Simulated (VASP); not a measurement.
# Si (Fd-3m) in VASP: single point with PBE

Aim: the single point of Si with PBE.

Program: VASP 6.6.1. These are calculated values, not measurements. Logs are shortened: lines on timing, memory, paths and dates and some standing lists are left out, and cuts for length are marked.

## Step 1: The cell of the first run

It takes space group Fd-3m (No. 227, cubic). Conventional cell: a = 5.470 Å, b = 5.470 Å, c = 5.470 Å, α = 90.00°, β = 90.00°, γ = 90.00°. Within 3.1 Å of Si (site symmetry -43m) lie 4 Si at 2.37 Å.

## Step 2: Single point, PBE

Input file INCAR:

```
ALGO = Normal
EDIFF = 1E-6
ENCUT = 500
GGA = PE
GGA_COMPAT = False
ISIF = 2
ISMEAR = 0
LASPH = True
LCHARG = False
LREAL = False
LWAVE = False
NBANDS = 11
NELM = 120
PREC = Accurate
SIGMA = 0.02
```

Input file KPOINTS:

```
k-points
0
Gamma
  8 8 8
```

Input file POSCAR:

```
Si
1.0
    0.0000000000      2.7351079785      2.7351079785
    2.7351079785      0.0000000000      2.7351079785
    2.7351079785      2.7351079785      0.0000000000
Si
2
Direct
    0.7500000000      0.7500000000      0.7500000000
    0.5000000000      0.5000000000      0.5000000000
```

Potentials or basis: VASP PAW PBE potentials, release 64 (Si).

Started as:

```sh
cat potpaw_PBE.64/Si/POTCAR > POTCAR
mpirun -np 1 vasp_std > vasp.out
```

OUTCAR:

```text
EDIFF = 1E-6
   ENCUT = 500
   GGA = PE
   ISIF = 2
   ISMEAR = 0
   LASPH = True
   LREAL = False
   NELM = 120
   PREC = Accurate

 ion  position               nearest neighbor table
   1  0.750  0.750  0.750-   2 2.37   2 2.37   2 2.37   2 2.37
   2  0.500  0.500  0.500-   1 2.37   1 2.37   1 2.37   1 2.37

  LATTYP: Found a face centered cubic cell.
 ALAT       =     5.4702159570

  Lattice vectors:

 A1 = (   0.0000000000,   2.7351079785,   2.7351079785)
 A2 = (   2.7351079785,   0.0000000000,   2.7351079785)
 A3 = (   2.7351079785,   2.7351079785,   0.0000000000)

Analysis of symmetry for initial positions (statically):
=====================================================================
 Subroutine PRICEL returns:
 Original cell was already a primitive cell.

 Routine SETGRP: Setting up the symmetry group for a
 face centered cubic supercell.

 Subroutine GETGRP returns: Found 48 space group operations
 (whereof 24 operations were pure point group operations)
 out of a pool of 48 trial point group operations.

The static configuration has the point symmetry T_d .
 The point group associated with its full space group is O_h .

Analysis of symmetry for dynamics (positions and initial velocities):
=====================================================================
 Subroutine PRICEL returns:
 Original cell was already a primitive cell.

 Routine SETGRP: Setting up the symmetry group for a
 face centered cubic supercell.

 Subroutine GETGRP returns: Found 48 space group operations
 (whereof 24 operations were pure point group operations)
 out of a pool of 48 trial point group operations.

The dynamic configuration has the point symmetry T_d .
 The point group associated with its full space group is O_h .

 Subroutine INISYM returns: Found 48 space group operations
 (whereof 24 operations are pure point group operations),
 and found     1 'primitive' translations

----------------------------------------------------------------------------------------

                                     Primitive cell

  volume of cell :      40.9217

  direct lattice vectors                    reciprocal lattice vectors
     0.000000000  2.735107978  2.735107978    -0.182808139  0.182808139  0.182808139
     2.735107978  0.000000000  2.735107978     0.182808139 -0.182808139  0.182808139
     2.735107978  2.735107978  0.000000000     0.182808139  0.182808139 -0.182808139

  length of vectors
     3.868026798  3.868026798  3.868026798     0.316632985  0.316632985  0.316632985

  position of ions in fractional coordinates (direct lattice)
     0.750000000  0.750000000  0.750000000
     0.500000000  0.500000000  0.500000000

  ion indices of the primitive-cell ions
   primitive index   ion index
                 1           1
                 2           2

----------------------------------------------------------------------------------------

 KPOINTS: k-points

Automatic generation of k-mesh.
 Grid dimensions read from file:
 generate k-points for:    8    8    8

 Generating k-lattice:

  Cartesian coordinates                     Fractional coordinates (reciprocal lattice)
    -0.022851017  0.022851017  0.022851017     0.125000000  0.000000000  0.000000000
     0.022851017 -0.022851017  0.022851017     0.000000000  0.125000000  0.000000000
     0.022851017  0.022851017 -0.022851017     0.000000000  0.000000000  0.125000000

  Length of vectors
     0.039579123  0.039579123  0.039579123

  Shift w.r.t. Gamma in fractional coordinates (k-lattice)
     0.000000000  0.000000000  0.000000000

 Subroutine IBZKPT returns following result:
 ===========================================

 Found     29 irreducible k-points:

 Following reciprocal coordinates:
            Coordinates               Weight
  0.000000  0.000000  0.000000      1.000000
  0.125000  0.000000  0.000000      8.000000
  0.250000  0.000000  0.000000      8.000000
  0.375000  0.000000  0.000000      8.000000
  0.500000  0.000000  0.000000      4.000000
  0.125000  0.125000  0.000000      6.000000
[... 16 lines left out ...]
  0.500000  0.250000  0.125000     48.000000
 -0.375000  0.250000  0.125000     24.000000
 [... further k-points ...]
   k-points           NKPTS =     29   k-points in BZ     NKDIM =     29   number of bands    NBANDS=     11
   number of dos      NEDOS =    301   number of ions     NIONS =      2
   total plane-waves  NPLWV =  21952
   dimension x,y,z NGX =    28 NGY =   28 NGZ =   28
   dimension x,y,z NGXF=    56 NGYF=   56 NGZF=   56
   ions per type =               2
   NGX,Y,Z   is equivalent  to a cutoff of  12.03, 12.03, 12.03 a.u.
   NGXF,Y,Z  is equivalent  to a cutoff of  24.07, 24.07, 24.07 a.u.
 SYSTEM =  unknown system
   PREC   = accura    normal or accurate (medium, high low for compatibility)
   ISTART =      0    job   : 0-new  1-cont  2-samecut
   ICHARG =      2    charge: 1-file 2-atom 10-const
   ISPIN  =      1    spin polarized calculation?
   LNONCOLLINEAR =      F non collinear calculations
   LSORBIT =      F    spin-orbit coupling
   LASPH  =      T    aspherical Exc in radial PAW
   ENCUT  =  500.0 eV  36.75 Ry    6.06 a.u.   7.05  7.05  7.05*2*pi/ulx,y,z
   NELM   =    120;   NELMIN=  2; NELMDL= -5     # of ELM steps
   EDIFF  = 0.1E-05   stopping-criterion for ELM
   LREAL  =      F    real-space projection
   EDIFFG = 0.1E-04   stopping-criterion for IOM
   NSW    =      0    number of steps for IOM
   IBRION =     -1    ionic relax: 0-MD 1-quasi-New 2-CG
   NFREE  =      0    steps in history (QN), initial steepest desc. (CG)
   ISIF   =      2    stress and relaxation
   ISYM   =      2    0-nonsym 1-usesym 2-fastsym
   POTIM  = 0.5000    time-step for ionic-motion
   TEBEG  =    0.0;   TEEND  =   0.0 temperature during run
   PSTRESS=    0.0 pullay stress
   NELECT =       8.0000    total number of electrons
   NUPDOWN=      -1.0000    fix difference up-down
   EMIN   =  10.00;   EMAX   =-10.00  energy-range for DOS
   EFERMI =   0.00;   METHOD = LEGACY
   ISMEAR =     0;   SIGMA  =   0.02  broadening in eV -4-tet -1-fermi 0-gaus
   EFERMI_NEDOS =   21; number of points for ismear=-14 and -15
   IALGO  =     38    algorithm
   IMIX   =      4    mixing-type and parameters
     AMIX     =   0.40;   BMIX     =  1.00
     AMIX_MAG =   1.60;   BMIX_MAG =  1.00
  volume/ion in A,a.u.               =      20.46       138.08
  Fermi-wavevector in a.u.,A,eV,Ry     =   0.950139  1.795502 12.282844  0.902764
  Thomas-Fermi vector in A             =   2.078487
   LORBIT       =      0    0 simple, 1 ext, 2 COOP (PROOUT), +10 PAW based schemes
   GGA     = PE    functional components
   LHFCALC =     F    Hartree Fock is set to
   AEXX    =    0.0000 exact exchange contribution
   IVDW    =     0    specifies the selected vdW correction
   LEPSILON=     F    determine dielectric tensor
   LRPA    =     F    only Hartree local field effects (RPA)
 non-spin polarized calculation
 Gauss-broadening in eV      SIGMA  =   0.02
  energy-cutoff  :      500.00
  volume of cell :       40.92
 maximum number of plane-waves:      1056
   NGX = 15   NGY = 15   NGZ = 15

 number of electron       8.0000000 magnetization

 Free energy of the ion-electron system (eV)
  ---------------------------------------------------
  ext. energy  EPLUGINS =         0.00000000
  ---------------------------------------------------
  free energy    TOTEN  =       -10.84606160 eV

  energy without entropy =      -10.84606160  energy(sigma->0) =      -10.84606160

 E-fermi :   5.7089     XC(G=0):  -9.3234

 val. band max:        5.6092345210   @ k =   0.0000   0.0000   0.0000
 cond. band min:       6.2605109099   @ k =   0.3750   0.3750   0.0000
 fundamental gap:      0.6512763889
 Fermi energy:         5.7089294007

 k-point     1 :       0.0000    0.0000    0.0000
  band No.  band energies     occupation
      1      -6.2002      2.00000
      2       5.6092      2.00000
      3       5.6092      2.00000
      4       5.6092      2.00000
      5       8.1653      0.00000
      6       8.1653      0.00000
      7       8.1653      0.00000
      8       8.7339      0.00000
      9      13.3174      0.00000
     10      13.3174      0.00000
     11      13.4831      0.00000

 k-point     2 :       0.1250    0.0000    0.0000
  band No.  band energies     occupation
      1      -5.9998      2.00000
      2       4.0186      2.00000
      3       5.3270      2.00000
      4       5.3270      2.00000
      5       8.0496      0.00000
      6       8.5805      0.00000
      7       8.5805      0.00000
      8      10.1350      0.00000
      9      12.8448      0.00000
     10      12.8448      0.00000
     11      14.2585      0.00000

 k-point     3 :       0.2500    0.0000    0.0000
  band No.  band energies     occupation
      1      -5.4158      2.00000
      2       1.7243      2.00000
      3       4.8647      2.00000
      4       4.8647      2.00000
      5       7.5656      0.00000
      6       9.0983      0.00000
      7       9.0983      0.00000
      8      12.3537      0.00000
      9      12.7956      0.00000
     10      12.7956      0.00000
     11      14.5360      0.00000

 k-point     4 :       0.3750    0.0000    0.0000
  band No.  band energies     occupation
      1      -4.5420      2.00000
      2      -0.2587      2.00000
      3       4.5421      2.00000
      4       4.5421      2.00000
      5       7.2010      0.00000
      6       9.0619      0.00000
      7       9.0619      0.00000
      8      13.4445      0.00000
      9      14.1464      0.00000
     10      14.1464      0.00000
     11      15.1145      0.00000

 k-point     5 :       0.5000    0.0000    0.0000
  band No.  band energies     occupation
      1      -3.9234      2.00000
      2      -1.2559      2.00000
      3       4.4315      2.00000
      4       4.4315      2.00000
      5       7.0728      0.00000
      6       8.9586      0.00000
      7       8.9586      0.00000
      8      13.3097      0.00000
      9      16.1019      0.00000
     10      16.1019      0.00000
     11      16.7844      0.00000
[... 211 lines left out ...]
 k-point    21 :       0.5000    0.5000    0.0000
  band No.  band energies     occupation
      1      -2.1345      2.00000
      2      -2.1345      2.00000
      3       2.8171      2.00000
      4       2.8171      2.00000
      5       6.3619      0.00000
      6       6.3619      0.00000
      7      15.5387      0.00000
      8      15.5387      0.00000
      9      16.5136      0.00000
     10      16.5136      0.00000
     11      18.0487      0.00000

 k-point    22 :       0.3750    0.2500    0.1250
  band No.  band energies     occupation
      1      -4.8962      2.00000
      2       1.3417      2.00000
      3       2.9592      2.00000
      4       4.2100      2.00000
      5       8.0520      0.00000
      6       9.4333      0.00000
      7       9.8123      0.00000
      8      11.0477      0.00000
      9      13.3192      0.00000
     10      15.7092      0.00000
     11      16.5691      0.00000

 k-point    23 :       0.5000    0.2500    0.1250
  band No.  band energies     occupation
      1      -4.0274      2.00000
      2      -0.1767      2.00000
      3       2.3554      2.00000
      4       3.7231      2.00000
      5       8.4728      0.00000
      6       9.1379      0.00000
      7      10.5853      0.00000
      8      11.4854      0.00000
      9      14.5367      0.00000
     10      15.2321      0.00000
     11      17.5080      0.00000

 k-point    24 :      -0.3750    0.2500    0.1250
  band No.  band energies     occupation
      1      -3.3939      2.00000
      2      -1.0953      2.00000
      3       2.2239      2.00000
      4       3.5003      2.00000
      5       8.6312      0.00000
      6       8.7558      0.00000
      7      11.4536      0.00000
      8      12.6735      0.00000
      9      12.9131      0.00000
     10      16.1143      0.00000
     11      17.1572      0.00000

 [... further k-points ...]

------------------------ aborting loop because EDIFF is reached ----------------------------------------

  FORCE on cell =-STRESS in cart. coord.  units (eV):
  Direction    XX          YY          ZZ          XY          YZ          ZX
  --------------------------------------------------------------------------------------
  -------------------------------------------------------------------------------------
  Total       -0.0181109     -0.0181109     -0.0181109      0.0000000     -0.0000000     -0.0000000
  in kB       -0.7090813     -0.7090813     -0.7090813      0.0000000     -0.0000000     -0.0000000
  external PRESSURE =      -0.7090813 kB  Pullay stress =       0.0000000 kB

 VOLUME and BASIS-vectors are now :
 -----------------------------------------------------------------------------
  energy-cutoff  :      500.00
  volume of cell :       40.92
      direct lattice vectors                 reciprocal lattice vectors
     0.000000000  2.735107978  2.735107978    -0.182808139  0.182808139  0.182808139
     2.735107978  0.000000000  2.735107978     0.182808139 -0.182808139  0.182808139
     2.735107978  2.735107978  0.000000000     0.182808139  0.182808139 -0.182808139

 POSITION                                       TOTAL-FORCE (eV/Angst)
 -----------------------------------------------------------------------------------
      4.10266      4.10266      4.10266        -0.000000      0.000000      0.000000
      2.73511      2.73511      2.73511         0.000000     -0.000000     -0.000000
 -----------------------------------------------------------------------------------
    total drift:                               -0.000000      0.000000     -0.000000

  FREE ENERGIE OF THE ION-ELECTRON SYSTEM (eV)
  ---------------------------------------------------
  free  energy   TOTEN  =       -10.8460615988 eV

  energy  without entropy=      -10.8460615988  energy(sigma->0) =      -10.84606160
```

It took 6.4 s on 1 thread of AMD EPYC 9R45 (Zen 5), shared host; peak memory 0.12 GiB.

Results:

| Property | Result |
| --- | --- |
| Free energy | -10.8461 eV |
| Pressure | -0.1 GPa |
| Band gap on the k mesh | 0.65 eV, indirect (least direct gap 2.56 eV) |

Levels at points of the mesh, in eV from the valence-band top:
| k point | band 2 | band 3 | band 4 | band 5 | band 6 | band 7 |
| --- | --- | --- | --- | --- | --- | --- |
| (0.00, 0.00, 0.00) | 0.00 | 0.00 | 0.00 | 2.56 | 2.56 | 2.56 |
| (0.50, 0.00, 0.00) | -6.87 | -1.18 | -1.18 | 1.46 | 3.35 | 3.35 |
| (0.50, 0.50, 0.00) | -7.74 | -2.79 | -2.79 | 0.75 | 0.75 | 9.93 |

A k mesh can miss the band edges.
